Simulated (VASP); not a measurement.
Input of a VASP 6.6.1 run:

File INCAR:

```
SYSTEM = SrTiO3
PREC = Accurate
ENCUT = 520
EDIFF = 1E-7
ISMEAR = 0
SIGMA = 0.02
LREAL = .FALSE.
LASPH = .TRUE.
NELM = 120
ALGO = Normal
ISIF = 2
LWAVE = .FALSE.
LCHARG = .FALSE.
GGA = PE
IBRION = 2
NSW = 80
EDIFFG = -0.005
GGA_COMPAT = .FALSE.
NELMIN = 4
```

Contents of KPOINTS:

```
regular mesh
0
G
  8 8 8
  0 0 0
```

POSCAR

```
SrTiO3
1.0
    3.9364226081      0.0000000000      0.0000000000
    0.0000000000      3.9364226081      0.0000000000
    0.0000000000      0.0000000000      3.9364226081
Sr Ti O
1 1 3
Direct
    0.0000000000      0.0000000000      0.0000000000
    0.5000000000      0.5000000000      0.5000000000
    0.5000000000      0.5000000000      0.0000000000
    0.5000000000      0.0000000000      0.5000000000
    0.0000000000      0.5000000000      0.5000000000
```

Potentials or basis: VASP PAW PBE potentials, release 64 (Sr_sv, Ti_sv, O).

Command:

```bash
$ cat potpaw_PBE.64/Sr_sv/POTCAR potpaw_PBE.64/Ti_sv/POTCAR potpaw_PBE.64/O/POTCAR > POTCAR
$ mpirun -np 1 vasp_std > vasp.out
```

What does it give for the band gap on the k mesh?

1.81 eV (least direct gap 2.18 eV).

Final structure:
```yaml
crystal:
  lattice:
    - [3.93642, 0.00000, 0.00000]
    - [0.00000, 3.93642, 0.00000]
    - [0.00000, 0.00000, 3.93642]
  atoms:
    - { symbol: Sr, position: [0.00000, 0.00000, 0.00000] }
    - { symbol: Ti, position: [0.50000, 0.50000, 0.50000] }
    - { symbol: O, position: [0.50000, 0.50000, 0.00000] }
    - { symbol: O, position: [0.50000, 0.00000, 0.50000] }
    - { symbol: O, position: [0.00000, 0.50000, 0.50000] }
```

Caveat: the relaxation stopped at its first step, so nothing moved. A k mesh can miss the band edges.
